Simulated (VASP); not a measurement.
# Sn2Br (Fd-3m) in VASP: further runs, part 2 of 2

VASP 6.6.1. The steps go on from the part before.

## (4) Single point, PBE

This run uses another cell than the first one, of 29.92 Å³/atom, 1.097 times its volume.

Input file INCAR:

```
SYSTEM = Sn2Br
PREC = Accurate
ENCUT = 520
EDIFF = 1E-7
ISMEAR = 0
SIGMA = 0.1
LREAL = .FALSE.
LASPH = .TRUE.
NELM = 60
ALGO = Normal
ISIF = 2
LWAVE = .FALSE.
LCHARG = .FALSE.
GGA = PE
NBANDS = 44
```

Input file KPOINTS:

```
Automatic mesh
0
G
  8 8 8
  0 0 0
```

Input file POSCAR:

```
Sn2Br
1.0
    0.0000000000      4.4772550662      4.4772550662
    4.4772550662      0.0000000000      4.4772550662
    4.4772550662      4.4772550662      0.0000000000
Sn Br
4 2
Direct
    0.1250000000      0.1250000000      0.1250000000
    0.6250000000      0.1250000000      0.1250000000
    0.1250000000      0.1250000000      0.6250000000
    0.1250000000      0.6250000000      0.1250000000
    0.5000000000      0.5000000000      0.5000000000
    0.7500000000      0.7500000000      0.7500000000
```

Potentials or basis: VASP PAW PBE potentials, release 64 (Sn_d, Br).

Launch:

```sh
$ cat potpaw_PBE.64/Sn_d/POTCAR potpaw_PBE.64/Br/POTCAR > POTCAR
$ mpirun -np 1 vasp_std > vasp.out
```

OUTCAR:

```text
SYSTEM = Sn2Br
   PREC = Accurate
   ENCUT = 520
   EDIFF = 1E-7
   ISMEAR = 0
   LREAL = .FALSE.
   LASPH = .TRUE.
   NELM = 60
   ISIF = 2
   GGA = PE

 ion  position               nearest neighbor table
   1  0.125  0.125  0.125-   2 3.17   3 3.17   4 3.17   3 3.17   4 3.17   2 3.17
   2  0.625  0.125  0.125-   1 3.17   3 3.17   4 3.17   1 3.17   3 3.17   4 3.17
   3  0.125  0.125  0.625-   1 3.17   1 3.17   2 3.17   4 3.17   4 3.17   2 3.17
   4  0.125  0.625  0.125-   1 3.17   3 3.17   1 3.17   2 3.17   3 3.17   2 3.17
   5  0.500  0.500  0.500-
   6  0.750  0.750  0.750-

  LATTYP: Found a face centered cubic cell.
 ALAT       =     8.9545101324

  Lattice vectors:

 A1 = (   0.0000000000,   4.4772550662,   4.4772550662)
 A2 = (   4.4772550662,   0.0000000000,   4.4772550662)
 A3 = (   4.4772550662,   4.4772550662,   0.0000000000)

Analysis of symmetry for initial positions (statically):
=====================================================================
 Subroutine PRICEL returns:
 Original cell was already a primitive cell.

 Routine SETGRP: Setting up the symmetry group for a
 face centered cubic supercell.

 Subroutine GETGRP returns: Found 48 space group operations
 (whereof 24 operations were pure point group operations)
 out of a pool of 48 trial point group operations.

The static configuration has the point symmetry T_d .
 The point group associated with its full space group is O_h .

Analysis of symmetry for dynamics (positions and initial velocities):
=====================================================================
 Subroutine PRICEL returns:
 Original cell was already a primitive cell.

 Routine SETGRP: Setting up the symmetry group for a
 face centered cubic supercell.

 Subroutine GETGRP returns: Found 48 space group operations
 (whereof 24 operations were pure point group operations)
 out of a pool of 48 trial point group operations.

The dynamic configuration has the point symmetry T_d .
 The point group associated with its full space group is O_h .

 Subroutine INISYM returns: Found 48 space group operations
 (whereof 24 operations are pure point group operations),
 and found     1 'primitive' translations

----------------------------------------------------------------------------------------

                                     Primitive cell

  volume of cell :     179.5004

  direct lattice vectors                    reciprocal lattice vectors
     0.000000000  4.477255066  4.477255066    -0.111675567  0.111675567  0.111675567
     4.477255066  0.000000000  4.477255066     0.111675567 -0.111675567  0.111675567
     4.477255066  4.477255066  0.000000000     0.111675567  0.111675567 -0.111675567

  length of vectors
     6.331794837  6.331794837  6.331794837     0.193427757  0.193427757  0.193427757

  position of ions in fractional coordinates (direct lattice)
     0.125000000  0.125000000  0.125000000
     0.625000000  0.125000000  0.125000000
     0.125000000  0.125000000  0.625000000
     0.125000000  0.625000000  0.125000000
     0.500000000  0.500000000  0.500000000
     0.750000000  0.750000000  0.750000000

  ion indices of the primitive-cell ions
   primitive index   ion index
                 1           1
[... 33 lines left out ...]
            Coordinates               Weight
  0.000000  0.000000  0.000000      1.000000
  0.125000  0.000000  0.000000      8.000000
  0.250000  0.000000  0.000000      8.000000
  0.375000  0.000000  0.000000      8.000000
  0.500000  0.000000  0.000000      4.000000
  0.125000  0.125000  0.000000      6.000000
[... 16 lines left out ...]
  0.500000  0.250000  0.125000     48.000000
 -0.375000  0.250000  0.125000     24.000000
 [... further k-points ...]
   k-points           NKPTS =     29   k-points in BZ     NKDIM =     29   number of bands    NBANDS=     44
   number of dos      NEDOS =    301   number of ions     NIONS =      6
   total plane-waves  NPLWV = 110592
   dimension x,y,z NGX =    48 NGY =   48 NGZ =   48
   dimension x,y,z NGXF=    96 NGYF=   96 NGZF=   96
   ions per type =               4   2
   NGX,Y,Z   is equivalent  to a cutoff of  12.60, 12.60, 12.60 a.u.
   NGXF,Y,Z  is equivalent  to a cutoff of  25.21, 25.21, 25.21 a.u.
 SYSTEM =  Sn2Br
   PREC   = accura    normal or accurate (medium, high low for compatibility)
   ISTART =      0    job   : 0-new  1-cont  2-samecut
   ICHARG =      2    charge: 1-file 2-atom 10-const
   ISPIN  =      1    spin polarized calculation?
   LNONCOLLINEAR =      F non collinear calculations
   LSORBIT =      F    spin-orbit coupling
   LASPH  =      T    aspherical Exc in radial PAW
   ENCUT  =  520.0 eV  38.22 Ry    6.18 a.u.  11.77 11.77 11.77*2*pi/ulx,y,z
   NELM   =     60;   NELMIN=  2; NELMDL= -5     # of ELM steps
   EDIFF  = 0.1E-06   stopping-criterion for ELM
   LREAL  =      F    real-space projection
   EDIFFG = 0.1E-05   stopping-criterion for IOM
   NSW    =      0    number of steps for IOM
   IBRION =     -1    ionic relax: 0-MD 1-quasi-New 2-CG
   NFREE  =      0    steps in history (QN), initial steepest desc. (CG)
   ISIF   =      2    stress and relaxation
   ISYM   =      2    0-nonsym 1-usesym 2-fastsym
   POTIM  = 0.5000    time-step for ionic-motion
   TEBEG  =    0.0;   TEEND  =   0.0 temperature during run
   PSTRESS=    0.0 pullay stress
   NELECT =      70.0000    total number of electrons
   NUPDOWN=      -1.0000    fix difference up-down
   EMIN   =  10.00;   EMAX   =-10.00  energy-range for DOS
   EFERMI =   0.00;   METHOD = LEGACY
   ISMEAR =     0;   SIGMA  =   0.10  broadening in eV -4-tet -1-fermi 0-gaus
   EFERMI_NEDOS =   21; number of points for ismear=-14 and -15
   IALGO  =     38    algorithm
   IMIX   =      4    mixing-type and parameters
     AMIX     =   0.40;   BMIX     =  1.00
     AMIX_MAG =   1.60;   BMIX_MAG =  1.00
  volume/ion in A,a.u.               =      29.92       201.89
  Fermi-wavevector in a.u.,A,eV,Ry     =   1.196058  2.260222 19.463888  1.430555
  Thomas-Fermi vector in A             =   2.332008
   LORBIT       =      0    0 simple, 1 ext, 2 COOP (PROOUT), +10 PAW based schemes
   GGA     = PE    functional components
   LHFCALC =     F    Hartree Fock is set to
   AEXX    =    0.0000 exact exchange contribution
   IVDW    =     0    specifies the selected vdW correction
   LEPSILON=     F    determine dielectric tensor
   LRPA    =     F    only Hartree local field effects (RPA)
 non-spin polarized calculation
 Gauss-broadening in eV      SIGMA  =   0.10
  energy-cutoff  :      520.00
  volume of cell :      179.50
 maximum number of plane-waves:      4909
   NGX = 23   NGY = 23   NGZ = 23

 number of electron      70.0000038 magnetization

 Free energy of the ion-electron system (eV)
  ---------------------------------------------------
  ext. energy  EPLUGINS =         0.00000000
  ---------------------------------------------------
  free energy    TOTEN  =       -18.43451946 eV

  energy without entropy =      -18.39176568  energy(sigma->0) =      -18.41314257

 E-fermi :   5.0690     XC(G=0):  -9.4345

 val. band max:        5.0660528652   @ k =   0.3750   0.2500   0.1250
 cond. band min:       5.0712902839   @ k =  -0.3750   0.2500   0.0000
 fundamental gap:      0.0052374187
 Fermi energy:         5.0689757627

 k-point     1 :       0.0000    0.0000    0.0000
  band No.  band energies     occupation
      1     -16.6841      2.00000
      2     -16.6583      2.00000
      3     -16.6583      2.00000
      4     -16.6331      2.00000
      5     -16.6331      2.00000
      6     -16.6331      2.00000
[... 1117 lines left out ...]
     43      10.3816      0.00000
     44      10.8730      0.00000

 [... further k-points ...]

------------------------ aborting loop because EDIFF is reached ----------------------------------------

  FORCE on cell =-STRESS in cart. coord.  units (eV):
  Direction    XX          YY          ZZ          XY          YZ          ZX
  --------------------------------------------------------------------------------------
  -------------------------------------------------------------------------------------
  Total       -0.0864139     -0.0864139     -0.0864139     -0.0000000     -0.0000000      0.0000000
  in kB       -0.7713098     -0.7713098     -0.7713098     -0.0000000     -0.0000000      0.0000000
  external PRESSURE =      -0.7713098 kB  Pullay stress =       0.0000000 kB

 VOLUME and BASIS-vectors are now :
 -----------------------------------------------------------------------------
  energy-cutoff  :      520.00
  volume of cell :      179.50
      direct lattice vectors                 reciprocal lattice vectors
     0.000000000  4.477255066  4.477255066    -0.111675567  0.111675567  0.111675567
     4.477255066  0.000000000  4.477255066     0.111675567 -0.111675567  0.111675567
     4.477255066  4.477255066  0.000000000     0.111675567  0.111675567 -0.111675567

 POSITION                                       TOTAL-FORCE (eV/Angst)
 -----------------------------------------------------------------------------------
      1.11931      1.11931      1.11931         0.000000      0.000000      0.000000
      1.11931      3.35794      3.35794        -0.000000      0.000000      0.000000
      3.35794      3.35794      1.11931        -0.000000      0.000000      0.000000
      3.35794      1.11931      3.35794         0.000000      0.000000      0.000000
      4.47726      4.47726      4.47726         0.000000      0.000000      0.000000
      6.71588      6.71588      6.71588        -0.000000     -0.000000     -0.000000
 -----------------------------------------------------------------------------------
    total drift:                                0.000000      0.000000      0.000000

  FREE ENERGIE OF THE ION-ELECTRON SYSTEM (eV)
  ---------------------------------------------------
  free  energy   TOTEN  =       -18.4345194577 eV

  energy  without entropy=      -18.3917656849  energy(sigma->0) =      -18.41314257
```

OSZICAR:

```text
N       E                     dE             d eps       ncg     rms          rms(c)
DAV:   1     0.761855166466E+03    0.76186E+03   -0.33864E+04  2704   0.217E+03
DAV:   2     0.107752397359E+03   -0.65410E+03   -0.64043E+03  2552   0.599E+02
DAV:   3    -0.108025518384E+02   -0.11855E+03   -0.11543E+03  2968   0.205E+02
DAV:   4    -0.188385214108E+02   -0.80360E+01   -0.79251E+01  2848   0.550E+01
DAV:   5    -0.190551219995E+02   -0.21660E+00   -0.21637E+00  3112   0.994E+00    0.519E+00
DAV:   6    -0.184672125718E+02    0.58791E+00   -0.88092E-01  3136   0.503E+00    0.269E+00
DAV:   7    -0.184412311725E+02    0.25981E-01   -0.39773E-01  3020   0.265E+00    0.102E+00
DAV:   8    -0.184415425328E+02   -0.31136E-03   -0.94700E-02  2916   0.159E+00    0.396E-01
DAV:   9    -0.184347050909E+02    0.68374E-02   -0.36509E-02  2984   0.102E+00    0.134E-01
DAV:  10    -0.184345778135E+02    0.12728E-03   -0.45741E-03  2816   0.376E-01    0.834E-02
DAV:  11    -0.184345529980E+02    0.24815E-04   -0.15083E-03  3084   0.210E-01    0.416E-02
DAV:  12    -0.184345282496E+02    0.24748E-04   -0.30969E-04  2952   0.902E-02    0.210E-02
DAV:  13    -0.184345210696E+02    0.71800E-05   -0.53449E-05  2988   0.377E-02    0.838E-03
DAV:  14    -0.184345195981E+02    0.14715E-05   -0.60331E-06  3096   0.135E-02    0.498E-03
DAV:  15    -0.184345195194E+02    0.78733E-07   -0.19270E-06  2396   0.501E-03    0.109E-03
DAV:  16    -0.184345194577E+02    0.61733E-07   -0.28360E-07  2044   0.264E-03
   1 F= -.18434519E+02 E0= -.18413143E+02  d E =-.427538E-01
```

stdout:

```text
POSCAR found type information on POSCAR SnBr
 POSCAR found :  2 types and       6 ions
 scaLAPACK will be used
 LDA part: xc-table for (Slater+PW92), standard interpolation
 POSCAR, INCAR and KPOINTS ok, starting setup
 FFT: planning ... GRIDC
 FFT: planning ... GRID_SOFT
 FFT: planning ... GRID
 WAVECAR not read
 entering main loop
```

It took 2.2 min on 1 thread of Intel Xeon 6975P-C (Granite Rapids), shared host; peak memory 0.41 GiB.

What came out:

* Free energy: -18.4345 eV
* Pressure: -0.1 GPa
* Band gap on the k mesh: zero (band 35 reaches 6.22 eV, above the bottom of band 36 at 4.73 eV)

Levels at points of the mesh, in eV from the Fermi level:
```
           k point  band 33  band 34  band 35  band 36  band 37  band 38
(0.00, 0.00, 0.00)    -2.85    -0.71    -0.71    -0.07    -0.07    -0.07
(0.50, 0.00, 0.00)    -1.43    -0.29    -0.29     1.53     1.68     1.68
(0.50, 0.50, 0.00)    -1.28    -1.28     1.15     1.15     1.30     1.30
```

Caveat: spin-orbit coupling is left out, which moves the levels of the heavy elements.

## (5) Overview

```tsv
cell	k mesh	gap on the mesh (eV)	pressure (GPa)
a = 6.139 Å, angles 60.0°, 6 atoms	4 × 4 × 4	none	4.1
a = 6.349 Å, angles 60.0°, 6 atoms	4 × 4 × 4	none	-0.3
a = 6.332 Å, angles 60.0°, 6 atoms	8 × 8 × 8	none	-0.1
```

Alike in all rows: task single point; level PBE; potentials or basis VASP PAW PBE potentials, release 64 (Sn_d, Br); no spin polarisation; cutoff (eV) 520; smearing gaussian 0.1 eV.

Caveats: spin-orbit coupling is left out, which moves the levels of the heavy elements.

Total energies depend on the potentials used, so only differences within one code and one set of settings carry meaning.
